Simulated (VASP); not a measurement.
Input of a VASP 6.6.1 run:

INCAR

```
SYSTEM = SiO2
PREC = Accurate
ENCUT = 910
EDIFF = 1E-6
ISMEAR = 0
SIGMA = 0.1
LREAL = .FALSE.
LASPH = .TRUE.
NELM = 120
ALGO = Normal
ISIF = 2
LWAVE = .FALSE.
LCHARG = .FALSE.
LDIPOL = .TRUE.
IDIPOL = 3
DIPOL = 0.5 0.5 0.296
GGA = PE
NBANDS = 15
GGA_COMPAT = .FALSE.
NELMDL = -8
```

KPOINTS

```
Automatic mesh
0
G
  8 6 1
  0 0 0
```

POSCAR

```
SiO2
1.0
    5.7732316045      0.0000000000      0.0000000000
    0.0000000000      2.5042931543      0.0000000000
    0.0000000000      0.0000000000     27.0459955200
Si O
1 2
Direct
    0.5000000000      0.0000000000      0.2957924028
    0.5000000000      0.4999984798      0.3383090456
    0.5000000000      0.5000015202      0.2532757599
```

Potentials or basis: VASP PAW PBE potentials, release 64 (Si, O_h).

Launch:

```sh
$ cat potpaw_PBE.64/Si/POTCAR potpaw_PBE.64/O_h/POTCAR > POTCAR
$ mpirun -np 1 vasp_std > vasp.out
```

Task: Predict the band gap on the k mesh.

Result: 3.10 eV (least direct gap 3.70 eV).

Task: Estimate the largest force.

Result: 0.038 eV/Å.

Forces in eV/Å, atoms in the order of the input:
```
Si   0.000  0.000  0.000
O    0.000  0.000  0.038
O    0.000  0.000 -0.038
```
